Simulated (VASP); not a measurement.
Here is a VASP 6.6.1 calculation.

INCAR

```
SYSTEM = CdSe
  ALGO = Normal
  EDIFF = 1E-7
  ENCUT = 520
  GGA = PE
  ISIF = 2
  ISMEAR = 0
  LASPH = .TRUE.
  LCHARG = .FALSE.
  LREAL = .FALSE.
  LWAVE = .FALSE.
  NBANDS = 16
  NELM = 80
  PREC = Accurate
  SIGMA = 0.01
```

File KPOINTS:

```
k-points
0
G
  4 4 4
  0 0 0
```

Contents of POSCAR:

```
CdSe
1.0
    0.0000000000      3.0702712000      3.0702712000
    3.0702712000      0.0000000000      3.0702712000
    3.0702712000      3.0702712000      0.0000000000
Cd Se
1 1
Direct
    0.0000000000      0.0000000000      0.0000000000
    0.7500000000      0.7500000000      0.7500000000
```

Potentials or basis: VASP PAW PBE potentials, release 64 (Cd, Se).

The run is started by

```sh
$ cat potpaw_PBE.64/Cd/POTCAR potpaw_PBE.64/Se/POTCAR > POTCAR
$ mpirun -np 1 vasp_std > vasp.out
```

Task: Predict the pressure.

Result: 1.7 GPa.

Task: What does it give for the band gap on the k mesh?

Result: 0.53 eV, direct.

Caveat: the k points lie up to 0.44 Å⁻¹ apart. As with any semilocal functional, this PBE gap is likely too small.
